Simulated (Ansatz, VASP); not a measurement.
Given: the input of a run of VASP 6.6.1 on Hf.

The input INCAR:

```
PREC = Accurate
ENCUT = 600
EDIFF = 1E-7
ISMEAR = -1
SIGMA = 0.05
LREAL = F
LASPH = T
NELM = 60
ALGO = Fast
ISIF = 3
LWAVE = F
LCHARG = F
GGA = RP
IVDW = 13
IBRION = 2
NSW = 60
EDIFFG = -0.01
```

The input KPOINTS:

```
regular mesh
0
Gamma
  10 10 10
```

POSCAR

```
Hf
1.0
    0.0000000000      2.2200000000      2.2200000000
    2.2200000000      0.0000000000      2.2200000000
    2.2200000000      2.2200000000      0.0000000000
Hf
1
Direct
    0.0000000000      0.0000000000      0.0000000000
```

Potentials or basis: VASP PAW PBE potentials, release 64 (Hf_pv).

Command:

```bash
$ cat potpaw_PBE.64/Hf_pv/POTCAR > POTCAR
$ mpirun -np 1 vasp_std > vasp.out
```

Problem. Translate it to Ansatz 0.2.0. Potentials there: Ansatz PAW.

Solution. As run (the cutoff follows the program's own potentials):

The input input.yaml:

```yaml
crystal:
  lattice:
    - [0.0, 2.22, 2.22]
    - [2.22, 0.0, 2.22]
    - [2.22, 2.22, 0.0]
  atoms:
    - { symbol: Hf, position: [0.0, 0.0, 0.0] }
hamiltonian:
  xc: rpbe
  pseudopotentials: { kind: paw }
  dispersion: d4
kpoints:
  mp_grid: { grid: [10, 10, 10] }
scf:
  occupations: { method: fermi_dirac, width: 0.05 }
output:
  forces: true
  stress: true
  eigenvalues: true
relax:
  f_tol: 0.01
  max_steps: 40
  cell: { stress_tol: 0.05 }
```

Potentials or basis: Ansatz PAW.

Run with:

```bash
$ ansatz run input.yaml --threads 2 --pin off --max-ram 5632MiB --backend cpu --events-out ev --progress --plain --runs-dir out
```

Both were run:

|  | VASP | Ansatz | Ansatz less VASP |
| --- | --- | --- | --- |
| gap on the k mesh at the Fermi level, each at its own relaxed structure (eV) | none | none | - |
| relaxed volume (Å³/atom) | 22.52 | 22.64 | +0.119 |
| relaxed cell length with the largest relative difference (Å) | 3.170 | 3.176 | +0.0056 |

VASP's potentials were made for PBE, not for RPBE. A gap of «none» marks a metal or a gap that the smearing closes. VASP's potentials hold 10 valence electrons a cell and Ansatz's 26, so a difference there can come from the potentials and not from the codes.

Neither program's run includes spin-orbit coupling. Noted on Ansatz's run: the plane-wave basis is chosen anew once the cell has moved, so the energies of steps on either side of that aren't comparable.
